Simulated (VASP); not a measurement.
# BAs (I-4m2) in VASP: G0W0 quasiparticle levels with PBE

Aim: the G0W0 quasiparticle levels of BAs with PBE.

Program: VASP 6.6.1. These are calculated values, not measurements. Logs are shortened: lines on timing, memory, paths and dates and some standing lists are left out, and cuts for length are marked.

**1. The cell of the first run**

Symmetry: I-4m2, No. 119, tetragonal system. The conventional cell has a = 3.383 Å, b = 3.383 Å, c = 4.927 Å, α = 90.00°, β = 90.00°, γ = 90.00°. B (site symmetry -4m2) has 4 As at 2.09 Å within 2.8 Å. Within 2.8 Å of As (site symmetry -4m2) lie 4 B at 2.09 Å.

**2. G0W0 quasiparticle levels, PBE**

POSCAR reads:

```
BAs
1.0
    0.0000000000      2.3918676041      2.4636236322
    2.3918676041      0.0000000000      2.4636236322
    2.3918676041      2.3918676041      0.0000000000
B As
1 1
Direct
    0.0000000000      0.0000000000      0.0000000000
    0.2500000000      0.2500000000      0.2500000000
```

INCAR.step1 reads:

```
ALGO     = Normal         # electronic algorithm
EDIFF    = 1E-8           # SCF threshold, eV
ENCUT    = 500            # plane-wave cutoff, eV
GGA      = PE             # functional
ISMEAR   = 0              # smearing method
LASPH    = True           # aspherical terms in the spheres
LCHARG   = False          # write CHGCAR
LREAL    = False          # projectors in reciprocal space
LWAVE    = True           # write WAVECAR
NELM     = 80             # most SCF steps
PREC     = Accurate       # precision mode
SIGMA    = 0.01           # smearing width, eV
```

INCAR.step2 reads:

```
ALGO     = Exact          # electronic algorithm
EDIFF    = 1E-8           # SCF threshold, eV
ENCUT    = 500            # plane-wave cutoff, eV
GGA      = PE             # functional
ISMEAR   = 0              # smearing method
ISTART   = 1            
LASPH    = True           # aspherical terms in the spheres
LCHARG   = False          # write CHGCAR
LOPTICS  = True           # frequency-dependent dielectric function
LREAL    = False          # projectors in reciprocal space
LWAVE    = True           # write WAVECAR
NBANDS   = 121            # bands
NELM     = 1              # most SCF steps
PREC     = Accurate       # precision mode
SIGMA    = 0.01           # smearing width, eV
```

INCAR.step3 reads:

```
ALGO     = EVGW0          # electronic algorithm
EDIFF    = 1E-8           # SCF threshold, eV
ENCUT    = 500            # plane-wave cutoff, eV
ENCUTGW  = 150.0          # cutoff of the response function
GGA      = PE             # functional
ISMEAR   = 0              # smearing method
ISTART   = 1            
LASPH    = True           # aspherical terms in the spheres
LCHARG   = False          # write CHGCAR
LREAL    = False          # projectors in reciprocal space
LWAVE    = False          # write WAVECAR
NBANDS   = 121            # bands
NBANDSGW = 12           
NELMGW   = 1            
NOMEGA   = 96             # frequency points
OMEGAMAX = 30           
PREC     = Accurate       # precision mode
PRECFOCK = Fast         
SIGMA    = 0.01           # smearing width, eV
```

KPOINTS reads:

```
k-points
0
Gamma
  6 6 6
```

Potentials or basis: VASP PAW PBE potentials, release 64 (B_GW, As_GW).

Run with:

```
> cat potpaw_PBE.64/B_GW/POTCAR potpaw_PBE.64/As_GW/POTCAR > POTCAR
> cp INCAR.step1 INCAR
> mpirun -np 1 vasp_std > vasp.out
> cp INCAR.step2 INCAR
> mpirun -np 1 vasp_std > vasp.out
> cp INCAR.step3 INCAR
> mpirun -np 1 vasp_std > vasp.out
```

OUTCAR:

```text
EDIFF = 1E-8
   ENCUT = 500
   ENCUTGW = 150.0
   GGA = PE
   ISMEAR = 0
   ISTART = 1
   LASPH = True
   LREAL = False
   NELMGW = 1
   PREC = Accurate
   PRECFOCK = Fast

 ion  position               nearest neighbor table
   1  0.000  0.000  0.000-   2 2.09   2 2.09   2 2.09   2 2.09
   2  0.250  0.250  0.250-   1 2.09   1 2.09   1 2.09   1 2.09

  LATTYP: Found a body centered tetragonal cell.
 ALAT       =     3.3826116051
 C/A-ratio  =     1.4566399692

  Lattice vectors:

 A1 = (  -2.3918676041,   0.0000000000,   2.4636236322)
 A2 = (   2.3918676041,   0.0000000000,   2.4636236322)
 A3 = (   0.0000000000,   2.3918676041,  -2.4636236322)

Analysis of symmetry for initial positions (statically):
=====================================================================
 Subroutine PRICEL returns:
 Original cell was already a primitive cell.

 Routine SETGRP: Setting up the symmetry group for a
 body centered tetragonal supercell.

 Subroutine GETGRP returns: Found  8 space group operations
 (whereof  8 operations were pure point group operations)
 out of a pool of 16 trial point group operations.

The static configuration has the point symmetry D_2d.

Analysis of symmetry for dynamics (positions and initial velocities):
=====================================================================
 Subroutine PRICEL returns:
 Original cell was already a primitive cell.

 Routine SETGRP: Setting up the symmetry group for a
 body centered tetragonal supercell.

 Subroutine GETGRP returns: Found  8 space group operations
 (whereof  8 operations were pure point group operations)
 out of a pool of 16 trial point group operations.

The dynamic configuration has the point symmetry D_2d.

 Subroutine INISYM returns: Found  8 space group operations
 (whereof  8 operations are pure point group operations),
 and found     1 'primitive' translations

----------------------------------------------------------------------------------------

                                     Primitive cell

  volume of cell :      28.1889

  direct lattice vectors                    reciprocal lattice vectors
     0.000000000  2.391867604  2.463623632    -0.209041671  0.209041671  0.202953078
     2.391867604  0.000000000  2.463623632     0.209041671 -0.209041671  0.202953078
     2.391867604  2.391867604  0.000000000     0.209041671  0.209041671 -0.202953078

  length of vectors
     3.433725679  3.433725679  3.382611605     0.358590006  0.358590006  0.358590006

  position of ions in fractional coordinates (direct lattice)
     0.000000000  0.000000000  0.000000000
     0.250000000  0.250000000  0.250000000

  ion indices of the primitive-cell ions
   primitive index   ion index
                 1           1
                 2           2

----------------------------------------------------------------------------------------

 KPOINTS: k-points

Automatic generation of k-mesh.
 Grid dimensions read from file:
 generate k-points for:    6    6    6

 Generating k-lattice:

  Cartesian coordinates                     Fractional coordinates (reciprocal lattice)
    -0.034840278  0.034840278  0.033825513     0.166666667  0.000000000  0.000000000
     0.034840278 -0.034840278  0.033825513     0.000000000  0.166666667  0.000000000
     0.034840278  0.034840278 -0.033825513     0.000000000  0.000000000  0.166666667

  Length of vectors
     0.059765001  0.059765001  0.059765001

  Shift w.r.t. Gamma in fractional coordinates (k-lattice)
     0.000000000  0.000000000  0.000000000

 Subroutine IBZKPT returns following result:
 ===========================================

 Found     30 irreducible k-points:

 Following reciprocal coordinates:
            Coordinates               Weight
  0.000000  0.000000  0.000000      1.000000
  0.166667 -0.000000  0.000000      8.000000
  0.333333  0.000000  0.000000      8.000000
  0.500000  0.000000  0.000000      4.000000
  0.166667  0.166667  0.000000      2.000000
  0.333333  0.166667  0.000000      8.000000
[... 16 lines left out ...]
  0.333333  0.000000  0.333333      4.000000
  0.500000  0.000000  0.333333     16.000000
 [... further k-points ...]
   k-points           NKPTS =     30   k-points in BZ     NKDIM =    216   number of bands    NBANDS=    121
   number of dos      NEDOS =    301   number of ions     NIONS =      2
   total plane-waves  NPLWV =  21952
   dimension x,y,z NGX =    28 NGY =   28 NGZ =   28
   dimension x,y,z NGXF=    56 NGYF=   56 NGZF=   56
   ions per type =               1   1
   NGX,Y,Z   is equivalent  to a cutoff of  13.56, 13.56, 13.76 a.u.
   NGXF,Y,Z  is equivalent  to a cutoff of  27.11, 27.11, 27.52 a.u.
 SYSTEM =  unknown system
   PREC   = accura    normal or accurate (medium, high low for compatibility)
   ISTART =      1    job   : 0-new  1-cont  2-samecut
   ICHARG =      0    charge: 1-file 2-atom 10-const
   ISPIN  =      1    spin polarized calculation?
   LNONCOLLINEAR =      F non collinear calculations
   LSORBIT =      F    spin-orbit coupling
   LASPH  =      T    aspherical Exc in radial PAW
   ENCUT  =  500.0 eV  36.75 Ry    6.06 a.u.   6.26  6.26  6.17*2*pi/ulx,y,z
   NELM   =     60;   NELMIN=  2; NELMDL=  0     # of ELM steps
   EDIFF  = 0.1E-07   stopping-criterion for ELM
   LREAL  =      F    real-space projection
   EDIFFG = 0.1E-06   stopping-criterion for IOM
   NSW    =      0    number of steps for IOM
   IBRION =     -1    ionic relax: 0-MD 1-quasi-New 2-CG
   NFREE  =      0    steps in history (QN), initial steepest desc. (CG)
   ISIF   =      0    stress and relaxation
   ISYM   =      3    0-nonsym 1-usesym 2-fastsym
   POTIM  = 0.5000    time-step for ionic-motion
   TEBEG  =    0.0;   TEEND  =   0.0 temperature during run
   PSTRESS=    0.0 pullay stress
   NELECT =       8.0000    total number of electrons
   NUPDOWN=      -1.0000    fix difference up-down
   EMIN   =  10.00;   EMAX   =-10.00  energy-range for DOS
   EFERMI =   0.00;   METHOD = LEGACY
   ISMEAR =     0;   SIGMA  =   0.01  broadening in eV -4-tet -1-fermi 0-gaus
   EFERMI_NEDOS =   21; number of points for ismear=-14 and -15
   IALGO  =     38    algorithm
   IMIX   =      4    mixing-type and parameters
     AMIX     =   0.40;   BMIX     =  1.00
     AMIX_MAG =   1.60;   BMIX_MAG =  1.00
  volume/ion in A,a.u.               =      14.09        95.11
  Fermi-wavevector in a.u.,A,eV,Ry     =   1.075834  2.033032 15.747640  1.157419
  Thomas-Fermi vector in A             =   2.211702
   LORBIT       =      0    0 simple, 1 ext, 2 COOP (PROOUT), +10 PAW based schemes
   GGA     = PE    functional components
   LHFCALC =     T    Hartree Fock is set to
   PRECFOCK=fast      Normal, Fast or Accurate (Low or Medium for compatibility)
   ENCUT4O =  -1.0   cutoff for four orbital integrals eV
   NKREDX  =     1    reduce k-point grid by
   NKREDY  =     1    reduce k-point grid by
   NKREDZ  =     1    reduce k-point grid by
   AEXX    =    1.0000 exact exchange contribution
   HFSCREEN=    0.0000 screening length (either q_TF or 0.3 A-1)
   HFSCREENC=   0.0000 screening length for correlation (either q_TF or 0.3 A-1)
   ENCUTFOCK=  -1.0 apply spherical cutoff to Coloumb kernel
   IVDW    =     0    specifies the selected vdW correction
   LEPSILON=     F    determine dielectric tensor
   LRPA    =     F    only Hartree local field effects (RPA)
   LRPAFORCE           =     F    calculate RPA forces
   ENCUTGW             = 150.0    cutoff for response function in eV
   ENCUTGWSOFT         = 120.0    soft cutoff for Coulomb kernel in GW response function in eV
   ENCUTLF             =  -1.0    cutoff for local field effects
   NELMGW              =     1    number of iterations in solving QP/BSE equation
   NELMHF              =     1    number of iterations in the inner HF iteration
   NKREDLFX            =     1    NKREDLFY  =   1   NKREDLFZ  =   1
 non-spin polarized calculation
 Gauss-broadening in eV      SIGMA  =   0.01
  energy-cutoff  :      500.00
  volume of cell :       28.19
 maximum number of plane-waves:       730
 NGX is ok and might be reduce to    28
  NGX = 14; NGY = 14; NGZ = 14
   NGX = 13   NGY = 13   NGZ = 13
 maximum number of plane-waves:       129

 QP shifts <psi_nk| G(iteration)W_0 |psi_nk>: iteration 1
 for sc-GW calculations column KS-energies equals QP-energies in previous step
 and V_xc(KS)=  KS-energies - (<T + V_ion + V_H > + <T+V_H+V_ion>^1  + <V_x>^1)

 k-point   1 :       0.0000    0.0000    0.0000
  band No.  KS-energies  QP-energies   sigma(KS)   V_xc(KS)     V^pw_x(r,r')   Z            occupation Imag(sigma)

      1      -9.3001     -10.0052     -12.6039     -11.5861     -19.4515       0.6928       2.0000       1.1959
      2       5.6080       5.0869     -13.1880     -12.5256     -13.9651       0.7867       2.0000       0.0362
      3       5.8983       5.3822     -13.1310     -12.4747     -13.8339       0.7864       2.0000       0.0345
      4       5.8983       5.3822     -13.1310     -12.4747     -13.8339       0.7864       2.0000       0.0345
      5       8.9756       9.2701     -10.9341     -11.3108      -6.6936       0.7819       0.0000      -0.0841
      6       8.9756       9.2701     -10.9341     -11.3108      -6.6936       0.7819       0.0000      -0.0841
      7       9.1643       9.4503     -10.9180     -11.2831      -6.6388       0.7830       0.0000      -0.0845
      8      10.0264      10.5643     -11.8590     -12.5674      -6.7809       0.7593       0.0000      -0.1124
      9      15.2143      15.2006      -8.8176      -8.8000      -3.0504       0.7787       0.0000      -0.2703
     10      18.1824      18.2128     -10.2049     -10.2439      -4.3425       0.7791       0.0000      -0.3403
     11      19.0135      19.0363     -10.2864     -10.3158      -4.2714       0.7746       0.0000      -0.3903
     12      19.4419      19.3719      -8.9273      -8.8371      -2.4974       0.7761       0.0000      -0.5670

 k-point   2 :       0.1667   -0.0000    0.0000
  band No.  KS-energies  QP-energies   sigma(KS)   V_xc(KS)     V^pw_x(r,r')   Z            occupation Imag(sigma)
[... 353 lines left out ...]
      1      -5.7659      -6.3427     -12.8758     -12.0765     -18.3523       0.7216       2.0000       0.7274
      2      -1.7106      -2.4265     -12.9420     -11.9486     -16.9665       0.7206       2.0000       0.3032
      3       0.9532       0.2669     -12.1884     -11.2757     -14.6198       0.7519       2.0000       0.1135
      4       2.1786       1.5261     -12.6483     -11.7917     -14.7038       0.7617       2.0000       0.0809
      5       7.5403       7.6195     -10.0362     -10.1360      -5.9000       0.7933       0.0000      -0.0792
      6       9.5009       9.6654     -10.2837     -10.4945      -5.5872       0.7807       0.0000      -0.1005
      7      14.6741      14.9951     -11.2037     -11.6350      -4.9167       0.7443       0.0000      -0.2959
      8      15.3263      15.6750     -11.3610     -11.8322      -4.8488       0.7402       0.0000      -0.3414
      9      17.8690      18.1427     -11.0189     -11.3891      -3.9545       0.7394       0.0000      -0.5106
     10      21.0952      21.1321     -10.3805     -10.4289      -3.6375       0.7640       0.0000      -0.6476
     11      21.6744      21.9054     -10.9559     -11.2660      -3.6910       0.7450       0.0000      -0.8078
     12      24.3904      24.4457     -10.4430     -10.5158      -3.3942       0.7599       0.0000      -0.9166

 [... further k-points ...]
```

Run time: 4.3 min. Hardware: 1 thread of Intel Xeon 6975P-C (Granite Rapids), shared host; peak memory 0.65 GiB.

What came out:

| Quantity | Value |
| --- | --- |
| Quasiparticle gap | 1.68 eV |
| Least direct quasiparticle gap | 3.89 eV |
| Band gap of the starting levels on the mesh | 1.08 eV |
| Least direct gap of the starting levels on the mesh | 3.08 eV |

Caveat: the k points lie up to 0.38 Å⁻¹ apart; bands, screening cutoff and mesh are small and nothing is extrapolated, so the quasiparticle values aren't converged.
